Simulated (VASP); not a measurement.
A run of VASP 6.6.1 is set up as follows.

The input INCAR:

```
PREC = Accurate
ENCUT = 520
EDIFF = 1E-6
ISMEAR = -1
SIGMA = 0.1
LREAL = False
LASPH = True
NELM = 150
ALGO = Normal
ISIF = 2
LWAVE = False
LCHARG = False
ISPIN = 2
MAGMOM = 1
LORBIT = 11
LMAXMIX = 4
GGA = PS
NBANDS = 15
```

File KPOINTS:

```
Automatic mesh
0
Gamma
  17 17 17
```

File POSCAR:

```
Ni
1.0
   -1.3837200000      1.3837200000      1.3837200000
    1.3837200000     -1.3837200000      1.3837200000
    1.3837200000      1.3837200000     -1.3837200000
Ni
1
Direct
    0.0000000000      0.0000000000      0.0000000000
```

Potentials or basis: VASP PAW PBE potentials, release 64 (Ni).

The run is started by

```console
$ cat potpaw_PBE.64/Ni/POTCAR > POTCAR
$ mpirun -np 1 vasp_std > vasp.out
```

Task: What does it give for the pressure?

Result: -2.6 GPa.

Task: Predict the net moment.

Result: 0.48 μB per cell.

Task: Estimate the site moments.

Result: Ni +0.48 μB.

Caveat: the PAW data sets were made with another functional, which shifts forces and pressure a little.
